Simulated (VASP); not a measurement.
# MgO (Fm-3m) in VASP: notebook

Runs on MgO. Level: LDA. Tasks: relaxation of cell and atoms, single point.

Program: VASP 6.6.1. These are calculated values, not measurements. Logs are shortened: lines on timing, memory, paths and dates and some standing lists are left out, and cuts for length are marked.

**What was measured.**

“Electronic structure of alkaline earth and post-transition metal oxides”, 2009, arxiv:0908.1581 quotes, for a bulk crystal of MgO: band gap 7.83 eV.

The results are compared with them further down.

## (1) The cell of the first run

It takes space group Fm-3m (No. 225, cubic). Conventional cell: a = 4.249 Å, b = 4.249 Å, c = 4.249 Å, α = 90.00°, β = 90.00°, γ = 90.00°. Mg (site symmetry m-3m) has 6 O at 2.12 Å within 2.8 Å. Within 2.8 Å of O (site symmetry m-3m) lie 6 Mg at 2.12 Å.

## (2) Relaxation of cell and atoms, LDA

Input file INCAR:

```
ALGO = Normal ; EDIFF = 1E-7
EDIFFG = -0.05 ; ENCUT = 750
GGA = CA ; GGA_COMPAT = False
IBRION = 2 ; ISIF = 3
ISMEAR = 0 ; LASPH = True
LCHARG = False ; LREAL = False
LWAVE = False ; NELM = 120
NELMIN = 4 ; NSW = 100
PREC = Accurate ; SIGMA = 0.1
```

Input file KPOINTS:

```
k-points
0
Gamma
  8 8 8
```

Input file POSCAR:

```
MgO
1.0
    0.0000000000      2.1245000000      2.1245000000
    2.1245000000      0.0000000000      2.1245000000
    2.1245000000      2.1245000000      0.0000000000
Mg O
1 1
Direct
    0.0000000000      0.0000000000      0.0000000000
    0.5000000000      0.5000000000      0.5000000000
```

Potentials or basis: VASP PAW LDA potentials, release 64 (Mg_sv, O).

Started as:

```bash
cat potpaw_LDA.64/Mg_sv/POTCAR potpaw_LDA.64/O/POTCAR > POTCAR
mpirun -np 1 vasp_std > vasp.out
```

OUTCAR:

```text
EDIFF = 1E-7
   EDIFFG = -0.05
   ENCUT = 750
   GGA = CA
   IBRION = 2
   ISIF = 3
   ISMEAR = 0
   LASPH = True
   LREAL = False
   NELM = 120
   NELMIN = 4
   NSW = 100
   PREC = Accurate

 ion  position               nearest neighbor table
   1  0.000  0.000  0.000-   2 2.12   2 2.12   2 2.12   2 2.12   2 2.12   2 2.12
   2  0.500  0.500  0.500-   1 2.12   1 2.12   1 2.12   1 2.12   1 2.12   1 2.12

  LATTYP: Found a face centered cubic cell.
 ALAT       =     4.2490000000

  Lattice vectors:

 A1 = (   0.0000000000,   2.1245000000,   2.1245000000)
 A2 = (   2.1245000000,   0.0000000000,   2.1245000000)
 A3 = (   2.1245000000,   2.1245000000,   0.0000000000)

Analysis of symmetry for initial positions (statically):
=====================================================================
 Subroutine PRICEL returns:
 Original cell was already a primitive cell.

 Routine SETGRP: Setting up the symmetry group for a
 face centered cubic supercell.

 Subroutine GETGRP returns: Found 48 space group operations
 (whereof 48 operations were pure point group operations)
 out of a pool of 48 trial point group operations.

The static configuration has the point symmetry O_h .

Analysis of symmetry for dynamics (positions and initial velocities):
=====================================================================
 Subroutine PRICEL returns:
 Original cell was already a primitive cell.

 Routine SETGRP: Setting up the symmetry group for a
 face centered cubic supercell.

 Subroutine GETGRP returns: Found 48 space group operations
 (whereof 48 operations were pure point group operations)
 out of a pool of 48 trial point group operations.

The dynamic configuration has the point symmetry O_h .

 Subroutine INISYM returns: Found 48 space group operations
 (whereof 48 operations are pure point group operations),
 and found     1 'primitive' translations

----------------------------------------------------------------------------------------

                                     Primitive cell

  volume of cell :      19.1779

  direct lattice vectors                    reciprocal lattice vectors
     0.000000000  2.124500000  2.124500000    -0.235349494  0.235349494  0.235349494
     2.124500000  0.000000000  2.124500000     0.235349494 -0.235349494  0.235349494
     2.124500000  2.124500000  0.000000000     0.235349494  0.235349494 -0.235349494

  length of vectors
     3.004496713  3.004496713  3.004496713     0.407637281  0.407637281  0.407637281

  position of ions in fractional coordinates (direct lattice)
     0.000000000  0.000000000  0.000000000
     0.500000000  0.500000000  0.500000000

  ion indices of the primitive-cell ions
   primitive index   ion index
                 1           1
                 2           2

----------------------------------------------------------------------------------------

 KPOINTS: k-points

Automatic generation of k-mesh.
 Grid dimensions read from file:
 generate k-points for:    8    8    8

 Generating k-lattice:

  Cartesian coordinates                     Fractional coordinates (reciprocal lattice)
    -0.029418687  0.029418687  0.029418687     0.125000000  0.000000000  0.000000000
     0.029418687 -0.029418687  0.029418687     0.000000000  0.125000000  0.000000000
     0.029418687  0.029418687 -0.029418687     0.000000000  0.000000000  0.125000000

  Length of vectors
     0.050954660  0.050954660  0.050954660

  Shift w.r.t. Gamma in fractional coordinates (k-lattice)
     0.000000000  0.000000000  0.000000000

 Subroutine IBZKPT returns following result:
 ===========================================

 Found     29 irreducible k-points:

 Following reciprocal coordinates:
            Coordinates               Weight
  0.000000  0.000000  0.000000      1.000000
  0.125000  0.000000  0.000000      8.000000
  0.250000  0.000000  0.000000      8.000000
  0.375000  0.000000  0.000000      8.000000
  0.500000  0.000000  0.000000      4.000000
  0.125000  0.125000  0.000000      6.000000
[... 16 lines left out ...]
  0.500000  0.250000  0.125000     48.000000
 -0.375000  0.250000  0.125000     24.000000
 [... further k-points ...]
   k-points           NKPTS =     29   k-points in BZ     NKDIM =     29   number of bands    NBANDS=     12
   number of dos      NEDOS =    301   number of ions     NIONS =      2
   total plane-waves  NPLWV =  21952
   dimension x,y,z NGX =    28 NGY =   28 NGZ =   28
   dimension x,y,z NGXF=    56 NGYF=   56 NGZF=   56
   ions per type =               1   1
   NGX,Y,Z   is equivalent  to a cutoff of  15.49, 15.49, 15.49 a.u.
   NGXF,Y,Z  is equivalent  to a cutoff of  30.99, 30.99, 30.99 a.u.
 SYSTEM =  unknown system
   PREC   = accura    normal or accurate (medium, high low for compatibility)
   ISTART =      0    job   : 0-new  1-cont  2-samecut
   ICHARG =      2    charge: 1-file 2-atom 10-const
   ISPIN  =      1    spin polarized calculation?
   LNONCOLLINEAR =      F non collinear calculations
   LSORBIT =      F    spin-orbit coupling
   LASPH  =      T    aspherical Exc in radial PAW
   ENCUT  =  750.0 eV  55.12 Ry    7.42 a.u.   6.71  6.71  6.71*2*pi/ulx,y,z
   NELM   =    120;   NELMIN=  4; NELMDL= -5     # of ELM steps
   EDIFF  = 0.1E-06   stopping-criterion for ELM
   LREAL  =      F    real-space projection
   EDIFFG = -.5E-01   stopping-criterion for IOM
   NSW    =    100    number of steps for IOM
   IBRION =      2    ionic relax: 0-MD 1-quasi-New 2-CG
   NFREE  =      1    steps in history (QN), initial steepest desc. (CG)
   ISIF   =      3    stress and relaxation
   ISYM   =      2    0-nonsym 1-usesym 2-fastsym
   POTIM  = 0.5000    time-step for ionic-motion
   TEBEG  =    0.0;   TEEND  =   0.0 temperature during run
   PSTRESS=    0.0 pullay stress
   NELECT =      16.0000    total number of electrons
   NUPDOWN=      -1.0000    fix difference up-down
   EMIN   =  10.00;   EMAX   =-10.00  energy-range for DOS
   EFERMI =   0.00;   METHOD = LEGACY
   ISMEAR =     0;   SIGMA  =   0.10  broadening in eV -4-tet -1-fermi 0-gaus
   EFERMI_NEDOS =   21; number of points for ismear=-14 and -15
   IALGO  =     38    algorithm
   IMIX   =      4    mixing-type and parameters
     AMIX     =   0.40;   BMIX     =  1.00
     AMIX_MAG =   1.60;   BMIX_MAG =  1.00
  volume/ion in A,a.u.               =       9.59        64.71
  Fermi-wavevector in a.u.,A,eV,Ry     =   1.541161  2.912373 32.316260  2.375178
  Thomas-Fermi vector in A             =   2.647146
   LORBIT       =      0    0 simple, 1 ext, 2 COOP (PROOUT), +10 PAW based schemes
   GGA     = CA    functional components
   LHFCALC =     F    Hartree Fock is set to
   AEXX    =    0.0000 exact exchange contribution
   IVDW    =     0    specifies the selected vdW correction
   LEPSILON=     F    determine dielectric tensor
   LRPA    =     F    only Hartree local field effects (RPA)
 conjugate gradient relaxation of ions
 non-spin polarized calculation
 Gauss-broadening in eV      SIGMA  =   0.10
  energy-cutoff  :      750.00
  volume of cell :       19.18
 maximum number of plane-waves:       934
   NGX = 13   NGY = 13   NGZ = 13

--------------------------------------- Ionic step        1  -------------------------------------------

 number of electron      15.9999997 magnetization

 Free energy of the ion-electron system (eV)
  ---------------------------------------------------
  ext. energy  EPLUGINS =         0.00000000
  ---------------------------------------------------
  free energy    TOTEN  =       -13.20493839 eV

  energy without entropy =      -13.20493839  energy(sigma->0) =      -13.20493839

------------------------ aborting loop because EDIFF is reached ----------------------------------------

  FORCE on cell =-STRESS in cart. coord.  units (eV):
  Direction    XX          YY          ZZ          XY          YZ          ZX
  --------------------------------------------------------------------------------------
  -------------------------------------------------------------------------------------
  Total       -1.1664058     -1.1664058     -1.1664058     -0.0000000      0.0000000     -0.0000000
  in kB      -97.4451084    -97.4451084    -97.4451084     -0.0000000      0.0000000     -0.0000000
  external PRESSURE =     -97.4451084 kB  Pullay stress =       0.0000000 kB

 VOLUME and BASIS-vectors are now :
 -----------------------------------------------------------------------------
  energy-cutoff  :      750.00
  volume of cell :       19.18
      direct lattice vectors                 reciprocal lattice vectors
     0.000000000  2.124500000  2.124500000    -0.235349494  0.235349494  0.235349494
     2.124500000  0.000000000  2.124500000     0.235349494 -0.235349494  0.235349494
     2.124500000  2.124500000  0.000000000     0.235349494  0.235349494 -0.235349494
[... 37 lines left out ...]
 POSITION                                       TOTAL-FORCE (eV/Angst)
 -----------------------------------------------------------------------------------
      2.06473      2.06473     -0.00000         0.000000      0.000000      0.000000
      2.06473      2.06473      2.06473        -0.000000     -0.000000     -0.000000
 -----------------------------------------------------------------------------------
    total drift:                                0.000000      0.000000      0.000000

  FREE ENERGIE OF THE ION-ELECTRON SYSTEM (eV)
  ---------------------------------------------------
  free  energy   TOTEN  =       -13.2366380300 eV

  energy  without entropy=      -13.2366380300  energy(sigma->0) =      -13.23663803

--------------------------------------- Ionic step        3  -------------------------------------------

 number of electron      15.9999996 magnetization

 Free energy of the ion-electron system (eV)
  ---------------------------------------------------
  ext. energy  EPLUGINS =         0.00000000
  ---------------------------------------------------
  free energy    TOTEN  =       -13.24213433 eV

  energy without entropy =      -13.24213433  energy(sigma->0) =      -13.24213433

 E-fermi :   3.3994     XC(G=0): -12.1218

 val. band max:        2.8479840521   @ k =   0.0000   0.0000   0.0000
 cond. band min:       7.8784203592   @ k =   0.0000   0.0000   0.0000
 fundamental gap:      5.0304363071
 Fermi energy:         3.3993533315

 k-point     1 :       0.0000    0.0000    0.0000
  band No.  band energies     occupation
      1     -68.3706      2.00000
      2     -35.8297      2.00000
      3     -35.8297      2.00000
      4     -35.8297      2.00000
      5     -14.3285      2.00000
      6       2.8480      2.00000
      7       2.8480      2.00000
      8       2.8480      2.00000
      9       7.8784      0.00000
     10      18.5748      0.00000
     11      18.5748      0.00000
     12      18.5748      0.00000

 k-point     2 :       0.1250    0.0000    0.0000
  band No.  band energies     occupation
      1     -68.3691      2.00000
      2     -35.8454      2.00000
      3     -35.8314      2.00000
      4     -35.8314      2.00000
      5     -14.1425      2.00000
      6       1.8714      2.00000
      7       2.7353      2.00000
      8       2.7353      2.00000
      9       8.7772      0.00000
     10      16.9150      0.00000
     11      18.9546      0.00000
     12      18.9546      0.00000
[... 316 lines left out ...]
 k-point    24 :      -0.3750    0.2500    0.1250
  band No.  band energies     occupation
      1     -68.3571      2.00000
      2     -35.9180      2.00000
      3     -35.8658      2.00000
      4     -35.8488      2.00000
      5     -12.6963      2.00000
      6      -1.3571      2.00000
      7       0.8026      2.00000
      8       1.7922      2.00000
      9      12.6079      0.00000
     10      15.1935      0.00000
     11      16.4642      0.00000
     12      19.8870      0.00000

 [... further k-points ...]
[... 5 lines left out ...]
  --------------------------------------------------------------------------------------
  -------------------------------------------------------------------------------------
  Total        0.0036177      0.0036177      0.0036177      0.0000000      0.0000000      0.0000000
  in kB        0.3217019      0.3217019      0.3217019      0.0000000      0.0000000      0.0000000
  external PRESSURE =       0.3217019 kB  Pullay stress =       0.0000000 kB

 VOLUME and BASIS-vectors are now :
 -----------------------------------------------------------------------------
  energy-cutoff  :      750.00
  volume of cell :       18.02
      direct lattice vectors                 reciprocal lattice vectors
     0.000000000  2.080744707  2.080744707    -0.240298581  0.240298581  0.240298581
     2.080744707  0.000000000  2.080744707     0.240298581 -0.240298581  0.240298581
     2.080744707  2.080744707 -0.000000000     0.240298581  0.240298581 -0.240298581

 POSITION                                       TOTAL-FORCE (eV/Angst)
 -----------------------------------------------------------------------------------
      0.00000      0.00000      0.00000         0.000000     -0.000000     -0.000000
      2.08074      2.08074      2.08074        -0.000000      0.000000      0.000000
 -----------------------------------------------------------------------------------
    total drift:                                0.000000      0.000000      0.000000

  FREE ENERGIE OF THE ION-ELECTRON SYSTEM (eV)
  ---------------------------------------------------
  free  energy   TOTEN  =       -13.2421343339 eV

  energy  without entropy=      -13.2421343339  energy(sigma->0) =      -13.24213433

 reached required accuracy - stopping structural energy minimisation
```

It took 16 s on 1 thread of AMD EPYC 9R45 (Zen 5), shared host; peak memory 0.11 GiB.

Results:

```
Free energy                           : -13.2421 eV
Relaxed volume                        : 9.01 Å³/atom
Relaxed cell                          : a = 2.943 Å, b = 2.943 Å, c = 2.943 Å, α = 60.00°, β = 60.00°, γ = 60.00°
Space group after relaxing (to 0.1 Å) : Fm-3m (No. 225)
Energy gained by relaxing             : 18.6 meV/atom
Ionic steps                           : 3
Pressure after relaxing               : 0.0 GPa
Band gap on the k mesh                : 5.03 eV
```

The path:
| step | energy change (eV) | largest force (eV/Å) | pressure (GPa) | volume (Å³) |
| --- | --- | --- | --- | --- |
| 1 | 0.0000 | 0.0000 | -9.74 | 19.18 |
| 2 | -0.0317 | 0.0000 | 4.32 | 17.60 |
| 3 | -0.0372 | 0.0000 | 0.03 | 18.02 |

Final structure:
```yaml
crystal:
  lattice:
    - [0.00000, 2.08074, 2.08074]
    - [2.08074, 0.00000, 2.08074]
    - [2.08074, 2.08074, 0.00000]
  atoms:
    - { symbol: Mg, position: [0.00000, 0.00000, 0.00000] }
    - { symbol: O, position: [0.50000, 0.50000, 0.50000] }
```

Levels at points of the mesh, in eV from the valence-band top:
| k point | band 5 | band 6 | band 7 | band 8 | band 9 | band 10 | band 11 | band 12 |
| --- | --- | --- | --- | --- | --- | --- | --- | --- |
| (0.00, 0.00, 0.00) | -17.18 | 0.00 | 0.00 | 0.00 | 5.03 | 15.73 | 15.73 | 15.73 |
| (0.50, 0.00, 0.00) | -15.69 | -4.85 | -0.71 | -0.71 | 7.97 | 12.82 | 16.38 | 16.38 |
| (0.50, 0.50, 0.00) | -15.46 | -4.27 | -1.42 | -1.42 | 8.93 | 10.13 | 13.28 | 19.20 |

LDA usually gives volumes a few per cent too small. Zero-point motion and thermal expansion aren't in these numbers.

(Part 1 of 3 ends here.)
